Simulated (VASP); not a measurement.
# GdN (Pm-3m) in VASP: relaxation of cell and atoms with PBE

Aim: the relaxation of cell and atoms of GdN with PBE.

All numbers are computed with VASP 6.6.1; they aren't measurements. Logs are shortened: lines on timing, memory, paths and dates and some standing lists are left out, and cuts for length are marked.

### Step 1. The cell of the first run

The structure is cubic, space group Pm-3m (No. 221). The conventional cell has a = 3.034 Å, b = 3.034 Å, c = 3.034 Å, α = 90.00°, β = 90.00°, γ = 90.00°. Gd (site symmetry m-3m) has 8 N at 2.63 Å and 6 Gd at 3.03 Å within 3.5 Å. N (site symmetry m-3m) has 8 Gd at 2.63 Å and 6 N at 3.03 Å within 3.5 Å.

The cell was built from a structure type or drawn by symmetry, and may not be a known phase.

### Step 2. Relaxation of cell and atoms, PBE, collinear spin, ferromagnetic start

INCAR

```
ALGO = Normal
EDIFF = 1E-6
EDIFFG = -0.01
ENCUT = 600
GGA = PE
IBRION = 2
ISIF = 3
ISMEAR = 0
ISPIN = 2
LASPH = True
LCHARG = False
LMAXMIX = 6
LORBIT = 11
LREAL = False
LWAVE = False
MAGMOM = 7.55 0
NELM = 150
NSW = 100
PREC = Accurate
SIGMA = 0.1
```

KPOINTS

```
k-points
0
Gamma
  18 18 18
```

POSCAR

```
GdN
1.0
    3.0339701712      0.0000000000      0.0000000000
    0.0000000000      3.0339701712      0.0000000000
    0.0000000000      0.0000000000      3.0339701712
Gd N
1 1
Direct
    0.5000000000      0.5000000000      0.5000000000
    0.0000000000      0.0000000000      0.0000000000
```

Potentials or basis: VASP PAW PBE potentials, release 64 (Gd, N).

Started as:

```sh
cat potpaw_PBE.64/Gd/POTCAR potpaw_PBE.64/N/POTCAR > POTCAR
mpirun -np 1 vasp_std > vasp.out
```

OUTCAR:

```text
EDIFF = 1E-6
   EDIFFG = -0.01
   ENCUT = 600
   GGA = PE
   IBRION = 2
   ISIF = 3
   ISMEAR = 0
   ISPIN = 2
   LASPH = True
   LORBIT = 11
   LREAL = False
   NELM = 150
   NSW = 100
   PREC = Accurate

 ion  position               nearest neighbor table
   1  0.500  0.500  0.500-   2 2.63   2 2.63   2 2.63   2 2.63   2 2.63   2 2.63   2 2.63   2 2.63

   2  0.000  0.000  0.000-   1 2.63   1 2.63   1 2.63   1 2.63   1 2.63   1 2.63   1 2.63   1 2.63

  LATTYP: Found a simple cubic cell.
 ALAT       =     3.0339701712

  Lattice vectors:

 A1 = (   3.0339701712,   0.0000000000,   0.0000000000)
 A2 = (   0.0000000000,   3.0339701712,   0.0000000000)
 A3 = (   0.0000000000,   0.0000000000,   3.0339701712)

Analysis of symmetry for initial positions (statically):
=====================================================================
 Subroutine PRICEL returns:
 Original cell was already a primitive cell.

 Routine SETGRP: Setting up the symmetry group for a
 simple cubic supercell.

 Subroutine GETGRP returns: Found 48 space group operations
 (whereof 48 operations were pure point group operations)
 out of a pool of 48 trial point group operations.

The static configuration has the point symmetry O_h .

Analysis of symmetry for dynamics (positions and initial velocities):
=====================================================================
 Subroutine PRICEL returns:
 Original cell was already a primitive cell.

 Routine SETGRP: Setting up the symmetry group for a
 simple cubic supercell.

 Subroutine GETGRP returns: Found 48 space group operations
 (whereof 48 operations were pure point group operations)
 out of a pool of 48 trial point group operations.

The dynamic configuration has the point symmetry O_h .

Analysis of structural, dynamic, and magnetic symmetry:
=====================================================================
 Subroutine PRICEL returns:
 Original cell was already a primitive cell.

 Routine SETGRP: Setting up the symmetry group for a
 simple cubic supercell.

 Subroutine GETGRP returns: Found 48 space group operations
 (whereof 48 operations were pure point group operations)
 out of a pool of 48 trial point group operations.

The overall configuration has the point symmetry O_h .

 Subroutine INISYM returns: Found 48 space group operations
 (whereof 48 operations are pure point group operations),
 and found     1 'primitive' translations

----------------------------------------------------------------------------------------

                                     Primitive cell

  volume of cell :      27.9276

  direct lattice vectors                    reciprocal lattice vectors
     3.033970171  0.000000000  0.000000000     0.329601131  0.000000000  0.000000000
     0.000000000  3.033970171  0.000000000     0.000000000  0.329601131  0.000000000
     0.000000000  0.000000000  3.033970171     0.000000000  0.000000000  0.329601131

  length of vectors
     3.033970171  3.033970171  3.033970171     0.329601131  0.329601131  0.329601131

  position of ions in fractional coordinates (direct lattice)
     0.500000000  0.500000000  0.500000000
     0.000000000  0.000000000  0.000000000

  ion indices of the primitive-cell ions
   primitive index   ion index
                 1           1
                 2           2

----------------------------------------------------------------------------------------

 KPOINTS: k-points

Automatic generation of k-mesh.
 Grid dimensions read from file:
 generate k-points for:   18   18   18

 Generating k-lattice:

  Cartesian coordinates                     Fractional coordinates (reciprocal lattice)
     0.018311174  0.000000000  0.000000000     0.055555556  0.000000000  0.000000000
     0.000000000  0.018311174  0.000000000     0.000000000  0.055555556  0.000000000
     0.000000000  0.000000000  0.018311174     0.000000000  0.000000000  0.055555556

  Length of vectors
     0.018311174  0.018311174  0.018311174

  Shift w.r.t. Gamma in fractional coordinates (k-lattice)
     0.000000000  0.000000000  0.000000000

 Subroutine IBZKPT returns following result:
 ===========================================

 Found    220 irreducible k-points:

 Following reciprocal coordinates:
            Coordinates               Weight
  0.000000  0.000000  0.000000      1.000000
  0.055556  0.000000  0.000000      6.000000
  0.111111  0.000000  0.000000      6.000000
  0.166667  0.000000  0.000000      6.000000
  0.222222  0.000000  0.000000      6.000000
  0.277778  0.000000  0.000000      6.000000
[... 16 lines left out ...]
  0.277778  0.111111  0.000000     24.000000
  0.333333  0.111111  0.000000     24.000000
 [... further k-points ...]
   k-points           NKPTS =    220   k-points in BZ     NKDIM =    220   number of bands    NBANDS=     19
   number of dos      NEDOS =    301   number of ions     NIONS =      2
   total plane-waves  NPLWV =  13824
   dimension x,y,z NGX =    24 NGY =   24 NGZ =   24
   dimension x,y,z NGXF=    48 NGYF=   48 NGZF=   48
   ions per type =               1   1
   NGX,Y,Z   is equivalent  to a cutoff of  13.15, 13.15, 13.15 a.u.
   NGXF,Y,Z  is equivalent  to a cutoff of  26.30, 26.30, 26.30 a.u.
 SYSTEM =  unknown system
   PREC   = accura    normal or accurate (medium, high low for compatibility)
   ISTART =      0    job   : 0-new  1-cont  2-samecut
   ICHARG =      2    charge: 1-file 2-atom 10-const
   ISPIN  =      2    spin polarized calculation?
   LNONCOLLINEAR =      F non collinear calculations
   LSORBIT =      F    spin-orbit coupling
   LASPH  =      T    aspherical Exc in radial PAW
   ENCUT  =  600.0 eV  44.10 Ry    6.64 a.u.   6.06  6.06  6.06*2*pi/ulx,y,z
   NELM   =    150;   NELMIN=  2; NELMDL= -5     # of ELM steps
   EDIFF  = 0.1E-05   stopping-criterion for ELM
   LREAL  =      F    real-space projection
   EDIFFG = -.1E-01   stopping-criterion for IOM
   NSW    =    100    number of steps for IOM
   IBRION =      2    ionic relax: 0-MD 1-quasi-New 2-CG
   NFREE  =      1    steps in history (QN), initial steepest desc. (CG)
   ISIF   =      3    stress and relaxation
   ISYM   =      2    0-nonsym 1-usesym 2-fastsym
   POTIM  = 0.5000    time-step for ionic-motion
   TEBEG  =    0.0;   TEEND  =   0.0 temperature during run
   PSTRESS=    0.0 pullay stress
   NELECT =      23.0000    total number of electrons
   NUPDOWN=      -1.0000    fix difference up-down
   EMIN   =  10.00;   EMAX   =-10.00  energy-range for DOS
   EFERMI =   0.00;   METHOD = LEGACY
   ISMEAR =     0;   SIGMA  =   0.10  broadening in eV -4-tet -1-fermi 0-gaus
   EFERMI_NEDOS =   21; number of points for ismear=-14 and -15
   IALGO  =     38    algorithm
   IMIX   =      4    mixing-type and parameters
     AMIX     =   0.40;   BMIX     =  1.00
     AMIX_MAG =   1.60;   BMIX_MAG =  1.00
  volume/ion in A,a.u.               =      13.96        94.23
  Fermi-wavevector in a.u.,A,eV,Ry     =   1.534521  2.899824 32.038378  2.354754
  Thomas-Fermi vector in A             =   2.641437
   LORBIT       =     11    0 simple, 1 ext, 2 COOP (PROOUT), +10 PAW based schemes
   GGA     = PE    functional components
   LHFCALC =     F    Hartree Fock is set to
   AEXX    =    0.0000 exact exchange contribution
   IVDW    =     0    specifies the selected vdW correction
   LEPSILON=     F    determine dielectric tensor
   LRPA    =     F    only Hartree local field effects (RPA)
 conjugate gradient relaxation of ions
 spin polarized calculation
 Gauss-broadening in eV      SIGMA  =   0.10
  energy-cutoff  :      600.00
  volume of cell :       27.93
 maximum number of plane-waves:       952
   NGX = 13   NGY = 13   NGZ = 13

 number of electron      22.9999998 magnetization       6.9944999

 Free energy of the ion-electron system (eV)
  ---------------------------------------------------
  ext. energy  EPLUGINS =         0.00000000
  ---------------------------------------------------
  free energy    TOTEN  =       -21.58289572 eV

  energy without entropy =      -21.58108771  energy(sigma->0) =      -21.58199171

 E-fermi :   5.0814     XC(G=0): -12.2618

 val. band max:        5.0699073346   @ k =   0.1111   0.0000   0.0000
 cond. band min:       5.0859412036   @ k =   0.4444   0.0000   0.0000
 fundamental gap:      0.0160338690
 Fermi energy:         5.0814119434

 spin component 1

 k-point     1 :       0.0000    0.0000    0.0000
  band No.  band energies     occupation
      1     -39.6459      1.00000
      2     -16.2794      1.00000
      3     -16.2794      1.00000
      4     -16.2794      1.00000
      5      -8.5300      1.00000
      6       1.0821      1.00000
[... 11 lines left out ...]
     18       9.3683      0.00000
     19      12.3680      0.00000
[... 485 lines left out ...]
 k-point    24 :       0.3333    0.1111    0.0000
  band No.  band energies     occupation
      1     -39.5024      1.00000
      2     -17.6759      1.00000
      3     -16.3597      1.00000
      4     -16.1206      1.00000
      5      -7.2065      1.00000
      6       0.7824      1.00000
[... 11 lines left out ...]
     18      11.2259      0.00000
     19      11.6534      0.00000

 [... further k-points ...]

 spin component 2

 k-point     1 :       0.0000    0.0000    0.0000
  band No.  band energies     occupation
      1     -36.5792      1.00000
      2     -14.0195      1.00000
      3     -14.0195      1.00000
      4     -14.0195      1.00000
      5      -8.4577      1.00000
      6       4.6873      1.00000
[... 11 lines left out ...]
     18      10.2025      0.00000
     19      13.6077      0.00000
[... 485 lines left out ...]
 k-point    24 :       0.3333    0.1111    0.0000
  band No.  band energies     occupation
      1     -36.4066      1.00000
      2     -15.7148      1.00000
      3     -14.1117      1.00000
      4     -13.8236      1.00000
      5      -6.9993      1.00000
      6       1.5025      1.00000
[... 11 lines left out ...]
     18      12.1550      0.00000
     19      12.7456      0.00000

 [... further k-points ...]

------------------------ aborting loop because EDIFF is reached ----------------------------------------

  FORCE on cell =-STRESS in cart. coord.  units (eV):
  Direction    XX          YY          ZZ          XY          YZ          ZX
  --------------------------------------------------------------------------------------
  -------------------------------------------------------------------------------------
  Total        0.0037671      0.0037671      0.0037671     -0.0000000      0.0000000      0.0000000
  in kB        0.2161134      0.2161134      0.2161134     -0.0000000      0.0000000      0.0000000
  external PRESSURE =       0.2161134 kB  Pullay stress =       0.0000000 kB

 VOLUME and BASIS-vectors are now :
 -----------------------------------------------------------------------------
  energy-cutoff  :      600.00
  volume of cell :       27.93
      direct lattice vectors                 reciprocal lattice vectors
     3.033970171  0.000000000  0.000000000     0.329601131  0.000000000  0.000000000
     0.000000000  3.033970171  0.000000000     0.000000000  0.329601131  0.000000000
     0.000000000  0.000000000  3.033970171     0.000000000  0.000000000  0.329601131

 POSITION                                       TOTAL-FORCE (eV/Angst)
 -----------------------------------------------------------------------------------
      1.51699      1.51699      1.51699         0.000000      0.000000      0.000000
      0.00000      0.00000      0.00000         0.000000      0.000000      0.000000
 -----------------------------------------------------------------------------------
    total drift:                                0.000000     -0.000000     -0.000000

  FREE ENERGIE OF THE ION-ELECTRON SYSTEM (eV)
  ---------------------------------------------------
  free  energy   TOTEN  =       -21.5828957205 eV

  energy  without entropy=      -21.5810877084  energy(sigma->0) =      -21.58199171

 reached required accuracy - stopping structural energy minimisation

 total charge

# of ion       s       p       d       f       tot
--------------------------------------------------
    1        2.038   5.630   0.553   7.065  15.285
    2        1.243   2.350   0.000   0.000   3.593
--------------------------------------------------
tot          3.281   7.980   0.553   7.065  18.878

 magnetization (x)

# of ion       s       p       d       f       tot
--------------------------------------------------
    1       -0.001  -0.074   0.105   6.746   6.775
    2       -0.000  -0.037   0.000   0.000  -0.037
--------------------------------------------------
tot         -0.001  -0.111   0.105   6.746   6.738
```

Wall time 18 min (1 thread of Oxide Virtual Turin-like, shared host); peak memory 0.34 GiB.

What came out:

```yaml
Free_energy: -21.5829 eV
Pressure_after_relaxing: 0.0 GPa
Band_gap_on_the_k_mesh: zero (filled and empty bands overlap)
Net_moment: 6.99 μB per cell
Site_moments: Gd +6.78; N -0.04 μB
Valence_electrons_inside_the_program's_atomic_spheres: Gd 15.29; N 3.59
```

Final structure:
```cif
data_structure
_symmetry_space_group_name_H-M 'P 1'
_symmetry_Int_Tables_number 1
_cell_length_a 3.0340
_cell_length_b 3.0340
_cell_length_c 3.0340
_cell_angle_alpha 90.000
_cell_angle_beta 90.000
_cell_angle_gamma 90.000
_cell_volume 27.93
loop_
_atom_site_label
_atom_site_type_symbol
_atom_site_fract_x
_atom_site_fract_y
_atom_site_fract_z
_atom_site_occupancy
Gd1 Gd 0.50000 0.50000 0.50000 1
N1 N 0.00000 0.00000 0.00000 1
```

Levels at points of the mesh, in eV from the Fermi level:
Spin up:
| k point | band 13 | band 14 | band 15 | band 16 | band 17 | band 18 |
| --- | --- | --- | --- | --- | --- | --- |
| (0.00, 0.00, 0.00) | -1.04 | -1.04 | 0.25 | 0.25 | 0.25 | 4.29 |
| (0.50, 0.00, 0.00) | -3.76 | -1.35 | -1.35 | 0.04 | 6.09 | 7.45 |
| (0.50, 0.50, 0.00) | -1.69 | -1.69 | 0.42 | 0.58 | 2.86 | 4.13 |
| (0.50, 0.50, 0.50) | -3.81 | -3.81 | -3.68 | 7.78 | 7.78 | 7.78 |
Spin down:
| k point | band 6 | band 7 | band 8 | band 9 | band 10 | band 11 |
| --- | --- | --- | --- | --- | --- | --- |
| (0.00, 0.00, 0.00) | -0.39 | -0.39 | -0.39 | -0.11 | -0.11 | 1.31 |
| (0.50, 0.00, 0.00) | -4.61 | -1.20 | -1.20 | 0.98 | 1.12 | 1.14 |
| (0.50, 0.50, 0.00) | -1.93 | -1.93 | -0.51 | 1.27 | 1.27 | 1.47 |
| (0.50, 0.50, 0.50) | -4.63 | -4.63 | -4.63 | 1.30 | 1.30 | 1.30 |

Caveat: the relaxation stopped at its first step, so nothing moved; spin-orbit coupling is left out, which moves the levels of the heavy elements; a cell with one magnetic atom can't hold antiferromagnetic order, which such compounds often take; semilocal functionals describe open f shells poorly, which spoils levels, moments and volumes. With open d or f shells a metallic result of PBE can be an artefact of self-interaction; +U or a hybrid may open a gap.
